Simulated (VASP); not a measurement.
Here is a VASP 6.6.1 calculation.

The input INCAR:

```
SYSTEM = TaN
PREC     = Accurate       ! precision mode
ENCUT    = 700            ! plane-wave cutoff, eV
EDIFF    = 1E-6           ! SCF threshold, eV
ISMEAR   = -1             ! smearing method
SIGMA    = 0.1            ! smearing width, eV
LREAL    = .FALSE.        ! projectors in reciprocal space
LASPH    = .TRUE.         ! aspherical terms in the spheres
NELM     = 120            ! most SCF steps
ALGO     = Normal         ! electronic algorithm
ISIF     = 2              ! what is computed and relaxed
LWAVE    = .FALSE.        ! write WAVECAR
LCHARG   = .FALSE.        ! write CHGCAR
GGA      = B5             ! functional
ALDAX    = 1.0          
AGGAX    = 1.0          
AGGAC    = 1.0          
ALDAC    = 0.0          
IVDW     = 12             ! dispersion correction
VDW_S6   = 1.0          
VDW_S8   = 2.6996       
VDW_A1   = 0.4298       
VDW_A2   = 4.2359       
NBANDS   = 16             ! bands
GGA_COMPAT= .FALSE.
```

File KPOINTS:

```
Automatic mesh
0
G
  13 13 12
  0 0 0
```

The input POSCAR:

```
TaN
1.0
    2.9310405592      0.0000000000      0.0000000000
   -1.4655202796      2.5383555838      0.0000000000
    0.0000000000      0.0000000000      2.8893376349
Ta N
1 1
Direct
    0.3333333333      0.6666666667      0.5000000000
    0.0000000000      0.0000000000      0.0000000000
```

Potentials or basis: VASP PAW PBE potentials, release 64 (Ta_sv_GW, N).

Run with:

```console
$ cat potpaw_PBE.64/Ta_sv_GW/POTCAR potpaw_PBE.64/N/POTCAR > POTCAR
$ mpirun -np 1 vasp_std > vasp.out
```

Q: Estimate the pressure.

A: 0.9 GPa.

Q: Predict the band gap on the k mesh.

A: Zero (bands 9 and 10 overlap by 0.33 eV).

Q: What does it give for the dispersion energy per atom?

A: -1.088 eV.

Stress tensor (GPa, compression positive):
```
0.86 0.00 0.00
0.00 0.86 0.00
0.00 0.00 0.95
```

Caveat: the dispersion term is far too large for a dense solid, which distorts pressure and volume; the PAW data sets were made with another functional, which shifts forces and pressure a little; spin-orbit coupling is left out, which moves the levels of the heavy elements.
